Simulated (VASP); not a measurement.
# Na4H in VASP: further runs

Na4H is run at these levels: PBE; tasks: single point.

All numbers are computed with VASP 6.6.1; they aren't measurements. Logs are shortened: lines on timing, memory, paths and dates and some standing lists are left out, and cuts for length are marked.

### 1 The cell of the first run

The cell holds a slab with vacuum, 10 atoms: a = 7.267 Å, b = 7.267 Å, c = 20.967 Å, α = 90.00°, β = 90.00°, γ = 109.47°.

### 2 Single point, PBE

The input, INCAR:

```
ALGO = Normal ; DIPOL = 0.5 0.5 0.286
EDIFF = 1E-6 ; ENCUT = 400
GGA = PE ; GGA_COMPAT = F
IDIPOL = 3 ; ISIF = 2
ISMEAR = 0 ; LASPH = T
LCHARG = F ; LDIPOL = T
LREAL = F ; LWAVE = F
NBANDS = 40 ; NELM = 120
NELMDL = -8 ; PREC = Accurate
SIGMA = 0.1
```

The input, KPOINTS:

```
k-points
0
Gamma
  4 4 1
```

The input, POSCAR:

```
Na4H
1.0
    7.2665054626      0.0000000000      0.0000000000
   -2.4221684875      6.8509270508      0.0000000000
    0.0000000000      0.0000000000     20.9665384335
Na H
8 2
Direct
    0.2500000000      0.2500000000      0.1907801811
    0.2500000000      0.7500000000      0.1907801811
    0.7500000000      0.2500000000      0.1907801811
    0.7500000000      0.7500000000      0.1907801811
    0.0000000000      0.0000000000      0.3322693660
    0.0000000000      0.5000000000      0.3322693660
    0.5000000000      0.0000000000      0.3322693660
    0.5000000000      0.5000000000      0.3322693660
   -0.0156768280      0.3333333333      0.3842569654
    0.3490101613      0.3333333333      0.3842569654
```

Potentials or basis: VASP PAW PBE potentials, release 64 (Na_pv, H).

Started as:

```
$ cat potpaw_PBE.64/Na_pv/POTCAR potpaw_PBE.64/H/POTCAR > POTCAR
$ mpirun -np 1 vasp_std > vasp.out
```

OUTCAR:

```text
EDIFF = 1E-6
   ENCUT = 400
   GGA = PE
   ISIF = 2
   ISMEAR = 0
   LASPH = T
   LREAL = F
   NELM = 120
   NELMDL = -8
   PREC = Accurate

 ion  position               nearest neighbor table
   1  0.250  0.250  0.191-
   2  0.250  0.750  0.191-
   3  0.750  0.250  0.191-
   4  0.750  0.750  0.191-
   5  0.000  0.000  0.332-
   6  0.000  0.500  0.332-   9 1.60
   7  0.500  0.000  0.332-
   8  0.500  0.500  0.332-  10 1.72
   9  0.984  0.333  0.384-   6 1.60
  10  0.349  0.333  0.384-   8 1.72

  LATTYP: Found a base centered orthorhombic cell.
 ALAT       =     8.3906377698
 B/A-ratio  =     1.4142135624
 C/A-ratio  =     2.4988015225

  Lattice vectors:

 A1 = (   7.2665054626,   0.0000000000,   0.0000000000)
 A2 = (  -2.4221684875,   6.8509270508,   0.0000000000)
 A3 = (   0.0000000000,   0.0000000000,  20.9665384335)

Analysis of symmetry for initial positions (statically):
=====================================================================
 Subroutine PRICEL returns:
 Original cell was already a primitive cell.

 Routine SETGRP: Setting up the symmetry group for a
 base centered orthorhombic supercell.

 Subroutine GETGRP returns: Found  1 space group operations
 (whereof  1 operations were pure point group operations)
 out of a pool of  8 trial point group operations.

The static configuration has the point symmetry C_1 .

Analysis of symmetry for dynamics (positions and initial velocities):
=====================================================================
 Subroutine PRICEL returns:
 Original cell was already a primitive cell.

 Routine SETGRP: Setting up the symmetry group for a
 base centered orthorhombic supercell.

 Subroutine GETGRP returns: Found  1 space group operations
 (whereof  1 operations were pure point group operations)
 out of a pool of  8 trial point group operations.

The dynamic configuration has the point symmetry C_1 .

 Subroutine INISYM returns: Found  1 space group operations
 (whereof  1 operations are pure point group operations),
 and found     1 'primitive' translations

----------------------------------------------------------------------------------------

                                     Primitive cell

  volume of cell :    1043.7625

  direct lattice vectors                    reciprocal lattice vectors
     7.266505463  0.000000000  0.000000000     0.137617732  0.048655216  0.000000000
    -2.422168488  6.850927051  0.000000000     0.000000000  0.145965647  0.000000000
     0.000000000  0.000000000 20.966538433     0.000000000  0.000000000  0.047695045

  length of vectors
     7.266505463  7.266505463 20.966538433     0.145965647  0.145965647  0.047695045

  position of ions in fractional coordinates (direct lattice)
     0.250000000  0.250000000  0.190780181
     0.250000000  0.750000000  0.190780181
     0.750000000  0.250000000  0.190780181
     0.750000000  0.750000000  0.190780181
     0.000000000  0.000000000  0.332269366
     0.000000000  0.500000000  0.332269366
     0.500000000  0.000000000  0.332269366
     0.500000000  0.500000000  0.332269366
     0.984323172  0.333333333  0.384256965
     0.349010161  0.333333333  0.384256965

  ion indices of the primitive-cell ions
   primitive index   ion index
                 1           1
                 2           2
                 3           3
                 4           4
                 5           5
                 6           6
                 7           7
                 8           8
                 9           9
                10          10

----------------------------------------------------------------------------------------

 KPOINTS: k-points

Automatic generation of k-mesh.
 Grid dimensions read from file:
 generate k-points for:    4    4    1

 Generating k-lattice:

  Cartesian coordinates                     Fractional coordinates (reciprocal lattice)
     0.034404433  0.012163804  0.000000000     0.250000000  0.000000000  0.000000000
     0.000000000  0.036491412  0.000000000     0.000000000  0.250000000  0.000000000
     0.000000000  0.000000000  0.047695045     0.000000000  0.000000000  1.000000000

  Length of vectors
     0.036491412  0.036491412  0.047695045

  Shift w.r.t. Gamma in fractional coordinates (k-lattice)
     0.000000000  0.000000000  0.000000000

 Subroutine IBZKPT returns following result:
 ===========================================

 Found     10 irreducible k-points:

 Following reciprocal coordinates:
            Coordinates               Weight
  0.000000  0.000000  0.000000      1.000000
  0.250000 -0.000000  0.000000      2.000000
  0.000000  0.250000  0.000000      2.000000
  0.500000 -0.000000  0.000000      1.000000
  0.000000  0.500000  0.000000      1.000000
  0.250000  0.250000  0.000000      2.000000
  0.500000  0.250000  0.000000      2.000000
  0.250000  0.500000  0.000000      2.000000
 -0.250000  0.250000  0.000000      2.000000
  0.500000  0.500000  0.000000      1.000000
   k-points           NKPTS =     10   k-points in BZ     NKDIM =     10   number of bands    NBANDS=     40
   number of dos      NEDOS =    301   number of ions     NIONS =     10
   total plane-waves  NPLWV = 322560
   dimension x,y,z NGX =    48 NGY =   48 NGZ =  140
   dimension x,y,z NGXF=    96 NGYF=   96 NGZF=  280
   ions per type =               8   2
   NGX,Y,Z   is equivalent  to a cutoff of  10.98, 10.98, 11.10 a.u.
   NGXF,Y,Z  is equivalent  to a cutoff of  21.96, 21.96, 22.20 a.u.
 SYSTEM =  unknown system
   PREC   = accura    normal or accurate (medium, high low for compatibility)
   ISTART =      0    job   : 0-new  1-cont  2-samecut
   ICHARG =      2    charge: 1-file 2-atom 10-const
   ISPIN  =      1    spin polarized calculation?
   LNONCOLLINEAR =      F non collinear calculations
   LSORBIT =      F    spin-orbit coupling
   LASPH  =      T    aspherical Exc in radial PAW
   ENCUT  =  400.0 eV  29.40 Ry    5.42 a.u.  11.85 11.85 34.19*2*pi/ulx,y,z
   NELM   =    120;   NELMIN=  2; NELMDL= -8     # of ELM steps
   EDIFF  = 0.1E-05   stopping-criterion for ELM
   LREAL  =      F    real-space projection
   EDIFFG = 0.1E-04   stopping-criterion for IOM
   NSW    =      0    number of steps for IOM
   IBRION =     -1    ionic relax: 0-MD 1-quasi-New 2-CG
   NFREE  =      0    steps in history (QN), initial steepest desc. (CG)
   ISIF   =      2    stress and relaxation
   ISYM   =      2    0-nonsym 1-usesym 2-fastsym
   POTIM  = 0.5000    time-step for ionic-motion
   TEBEG  =    0.0;   TEEND  =   0.0 temperature during run
   PSTRESS=    0.0 pullay stress
   NELECT =      58.0000    total number of electrons
   NUPDOWN=      -1.0000    fix difference up-down
   EMIN   =  10.00;   EMAX   =-10.00  energy-range for DOS
   EFERMI =   0.00;   METHOD = LEGACY
   ISMEAR =     0;   SIGMA  =   0.10  broadening in eV -4-tet -1-fermi 0-gaus
   EFERMI_NEDOS =   21; number of points for ismear=-14 and -15
   IALGO  =     38    algorithm
   IMIX   =      4    mixing-type and parameters
     AMIX     =   0.40;   BMIX     =  1.00
     AMIX_MAG =   1.60;   BMIX_MAG =  1.00
  volume/ion in A,a.u.               =     104.38       704.37
  Fermi-wavevector in a.u.,A,eV,Ry     =   0.624717  1.180545  5.309971  0.390272
  Thomas-Fermi vector in A             =   1.685372
   LORBIT       =      0    0 simple, 1 ext, 2 COOP (PROOUT), +10 PAW based schemes
   GGA     = PE    functional components
   LHFCALC =     F    Hartree Fock is set to
   AEXX    =    0.0000 exact exchange contribution
   IVDW    =     0    specifies the selected vdW correction
   LEPSILON=     F    determine dielectric tensor
   LRPA    =     F    only Hartree local field effects (RPA)
 non-spin polarized calculation
 Gauss-broadening in eV      SIGMA  =   0.10
  energy-cutoff  :      400.00
  volume of cell :     1043.76
 maximum number of plane-waves:     19038
   NGX = 23   NGY = 23   NGZ = 69

 number of electron      57.9999954 magnetization

 dipolmoment           0.000000      0.000000      0.306191 electrons x Angstroem

 Free energy of the ion-electron system (eV)
  ---------------------------------------------------
  ext. energy  EPLUGINS =         0.00000000
  ---------------------------------------------------
  free energy    TOTEN  =       -13.82812157 eV

  energy without entropy =      -13.80668917  energy(sigma->0) =      -13.81740537

 E-fermi :  -2.2915     XC(G=0):  -2.5392

 val. band max:       -2.3541634969   @ k =   0.0000   0.2500   0.0000
 cond. band min:      -2.2696398089   @ k =   0.2500   0.5000   0.0000
 fundamental gap:      0.0845236880
 Fermi energy:        -2.2915447592

 k-point     1 :       0.0000    0.0000    0.0000
  band No.  band energies     occupation
      1     -27.6554      2.00000
      2     -27.6374      2.00000
      3     -27.6104      2.00000
      4     -27.5456      2.00000
      5     -27.5259      2.00000
      6     -27.5202      2.00000
[... 32 lines left out ...]
     39       0.4135      0.00000
     40       0.7284      0.00000

 k-point     2 :       0.2500   -0.0000    0.0000
  band No.  band energies     occupation
      1     -27.6554      2.00000
      2     -27.6372      2.00000
      3     -27.6104      2.00000
      4     -27.5455      2.00000
      5     -27.5248      2.00000
      6     -27.5192      2.00000
[... 333 lines left out ...]
     39       0.9963      0.00000
     40       1.1826      0.00000

 k-point    10 :       0.5000    0.5000    0.0000
  band No.  band energies     occupation
      1     -27.6554      2.00000
      2     -27.6370      2.00000
      3     -27.6103      2.00000
      4     -27.5454      2.00000
      5     -27.5218      2.00000
      6     -27.5174      2.00000
[... 32 lines left out ...]
     39       1.1698      0.00000
     40       1.2736      0.00000

------------------------ aborting loop because EDIFF is reached ----------------------------------------

 vacuum level on the upper side and lower side of the slab       (xc-potential included)         0.463        -0.622

  FORCE on cell =-STRESS in cart. coord.  units (eV):
  Direction    XX          YY          ZZ          XY          YZ          ZX
  --------------------------------------------------------------------------------------
  -------------------------------------------------------------------------------------
  Total       -0.0960517      1.1272433      1.8828184      0.2009502     -4.2530776     -0.2955428
  in kB       -0.1474396      1.7303205      2.8901297      0.3084589     -6.5284820     -0.4536588
  external PRESSURE =       1.4910035 kB  Pullay stress =       0.0000000 kB

 VOLUME and BASIS-vectors are now :
 -----------------------------------------------------------------------------
  energy-cutoff  :      400.00
  volume of cell :     1043.76
      direct lattice vectors                 reciprocal lattice vectors
     7.266505463  0.000000000  0.000000000     0.137617732  0.048655216  0.000000000
    -2.422168488  6.850927051  0.000000000     0.000000000  0.145965647  0.000000000
     0.000000000  0.000000000 20.966538433     0.000000000  0.000000000  0.047695045

 POSITION                                       TOTAL-FORCE (eV/Angst)
 -----------------------------------------------------------------------------------
      1.21108      1.71273      4.00000         0.019538     -0.005941     -0.061544
      0.00000      5.13820      4.00000        -0.007013      0.020013      0.033440
      4.84434      1.71273      4.00000         0.004607     -0.003020     -0.073717
      3.63325      5.13820      4.00000        -0.000240      0.004611      0.065285
      0.00000      0.00000      6.96654        -0.005232      0.585262      0.332127
     -1.21108      3.42546      6.96654        -0.334494      1.895115     -1.639911
      3.63325      0.00000      6.96654        -0.075398      0.284026      0.173372
      2.42217      3.42546      6.96654         0.623483      1.079683     -0.861164
      6.34520      2.28364      8.05654         0.119243     -2.381613      1.437905
      1.72869      2.28364      8.05654        -0.344494     -1.478136      0.594207
 -----------------------------------------------------------------------------------
    total drift:                               -0.000001     -0.000070     -0.002093

  FREE ENERGIE OF THE ION-ELECTRON SYSTEM (eV)
  ---------------------------------------------------
  free  energy   TOTEN  =       -13.8281215660 eV

  energy  without entropy=      -13.8066891699  energy(sigma->0) =      -13.81740537

 vacuum level on the upper side and lower side of the slab         1.626         0.468
```

Wall time 5.6 min (1 thread of Intel Xeon 6975P-C (Granite Rapids), shared host); peak memory 0.74 GiB.

What came out:

```yaml
Free_energy: -13.8281 eV
Largest_force: 2.785 eV/Å
Band_gap_on_the_k_mesh: zero (bands 29 and 30 overlap by 0.87 eV)
```

Forces in eV/Å, atoms in the order of the input:
```
Na   0.020 -0.006 -0.062
Na  -0.007  0.020  0.033
Na   0.005 -0.003 -0.074
Na   0.000  0.005  0.065
Na  -0.005  0.585  0.332
Na  -0.334  1.895 -1.640
Na  -0.075  0.284  0.173
Na   0.623  1.080 -0.861
H    0.119 -2.382  1.438
H   -0.344 -1.478  0.594
```

### 3 Single point, PBE

The input, INCAR:

```
PREC     = Accurate       # precision mode
ENCUT    = 400            # plane-wave cutoff, eV
EDIFF    = 1E-6           # SCF threshold, eV
ISMEAR   = 0              # smearing method
SIGMA    = 0.1            # smearing width, eV
LREAL    = F              # projectors in reciprocal space
LASPH    = T              # aspherical terms in the spheres
NELM     = 120            # most SCF steps
ALGO     = Normal         # electronic algorithm
ISIF     = 2              # what is computed and relaxed
LWAVE    = F              # write WAVECAR
LCHARG   = F              # write CHGCAR
LDIPOL   = T            
IDIPOL   = 3            
DIPOL    = 0.5 0.5 0.292
GGA      = PE             # functional
NBANDS   = 40             # bands
GGA_COMPAT= F            
NELMDL   = -8
```

The input, KPOINTS:

```
regular mesh
0
Gamma
  4 4 1
```

POSCAR, as its differences from that of step 2:

```diff
@@ -16,3 +16,3 @@
     0.5000000000      0.5000000000      0.3322693660
-   -0.0156768280      0.3333333333      0.3842569654
-    0.3490101613      0.3333333333      0.3842569654
+   -0.0156768280      0.3333333333      0.4147817944
+    0.3490101613      0.3333333333      0.4147817944
```

Potentials or basis: VASP PAW PBE potentials, release 64 (Na_pv, H).

Started as:

```
$ cat potpaw_PBE.64/Na_pv/POTCAR potpaw_PBE.64/H/POTCAR > POTCAR
$ mpirun -np 1 vasp_std > vasp.out
```

It took 5.4 min on 1 thread of Intel Xeon 6975P-C (Granite Rapids), shared host; peak memory 0.73 GiB.

It converged, with:

| Item | Value |
| --- | --- |
| Free energy | -13.8857 eV |
| Largest force | 0.795 eV/Å |
| Band gap on the k mesh | zero (bands 29 and 30 overlap by 0.83 eV) |

Forces in eV/Å, atoms in the order of the input:
```
Na   0.018 -0.005 -0.058
Na  -0.001  0.014  0.041
Na  -0.003 -0.003 -0.051
Na  -0.005  0.002  0.060
Na  -0.008  0.445  0.425
Na   0.085 -0.067  0.259
Na  -0.046  0.245  0.274
Na  -0.054 -0.127  0.363
H   -0.227 -0.308 -0.580
H    0.243 -0.196 -0.731
```

Levels at points of the mesh, in eV from the Fermi level:
| k point | band 25 | band 26 | band 27 | band 28 | band 29 | band 30 | band 31 | band 32 | band 33 | band 34 |
| --- | --- | --- | --- | --- | --- | --- | --- | --- | --- | --- |
| (0.00, 0.00, 0.00) | -2.81 | -1.72 | -0.43 | -0.32 | 0.44 | 0.48 | 0.61 | 0.66 | 1.30 | 1.65 |
| (0.50, 0.00, 0.00) | -2.13 | -1.96 | -1.32 | -0.73 | 0.12 | 0.14 | 0.59 | 0.60 | 1.87 | 1.90 |
| (0.00, 0.50, 0.00) | -2.19 | -1.92 | -1.31 | -0.50 | -0.11 | 0.22 | 0.46 | 0.69 | 1.87 | 1.92 |
| (0.50, 0.50, 0.00) | -1.94 | -1.70 | -1.25 | -0.78 | -0.48 | -0.39 | 0.56 | 0.58 | 1.49 | 1.54 |

(Continued in part 2 of 2.)

The gap in the log of VASP goes by the Fermi energy; the results here count the filled bands.